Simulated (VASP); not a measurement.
Ru4C: single point with LDA

Ru4C, a slab with vacuum:

```xyz
5
Lattice="2.6741 0.0000 0.0000 -1.3370 2.3158 0.0000 0.0000 0.0000 21.7622" Properties=species:S:1:pos:R:3 pbc="T T T"
Ru    1.3370    0.7719    4.0000
Ru    0.0000    1.5439    6.1134
Ru    1.3370    0.7719    8.2181
Ru    0.0000    1.5439   10.2622
C    -0.4457    2.3158   11.7796
```

| Property | Result |
| --- | --- |
| Program | VASP 6.6.1 |
| Task | single point |
| Functional | LDA |
| Potentials or basis | VASP PAW LDA potentials, release 64 (Ru_pv, C) |
| Cutoff | 520 eV |
| k mesh | 12 × 12 × 1 |
| Occupations | gaussian, width 0.1 eV |
| Spin | no spin polarisation |

```
Largest force          : 2.363 eV/Å
Band gap on the k mesh : zero (band 30 reaches 3.61 eV, above the bottom of band 31 at 1.02 eV)
```

Forces in eV/Å, atoms in the order of the input:
```
Ru   0.081 -0.044  0.916
Ru  -0.039  0.067 -0.802
Ru   0.333 -0.280 -2.322
Ru   0.164 -0.484  1.977
C   -0.540  0.741  0.231
```

Levels at points of the mesh, in eV from the Fermi level:
```tsv
k point	band 25	band 26	band 27	band 28	band 29	band 30	band 31	band 32	band 33	band 34
(0.00, 0.00, 0.00)	-2.63	-2.29	-2.13	-2.02	-1.36	-1.19	-0.66	-0.26	0.15	0.67
(0.50, 0.00, 0.00)	-1.37	-1.01	-0.52	0.77	1.02	1.23	1.42	1.56	1.80	2.15
(0.00, 0.50, 0.00)	-1.35	-0.91	-0.50	0.24	1.18	1.29	1.40	1.53	1.79	2.15
(0.50, 0.50, 0.00)	-1.58	-0.63	-0.55	-0.04	0.96	1.45	1.56	1.59	1.80	2.06
```

Run time: 9.1 min on 1 thread of AMD EPYC 7R13 Processor (Zen 3), on a shared host, peak memory 0.37 GiB.
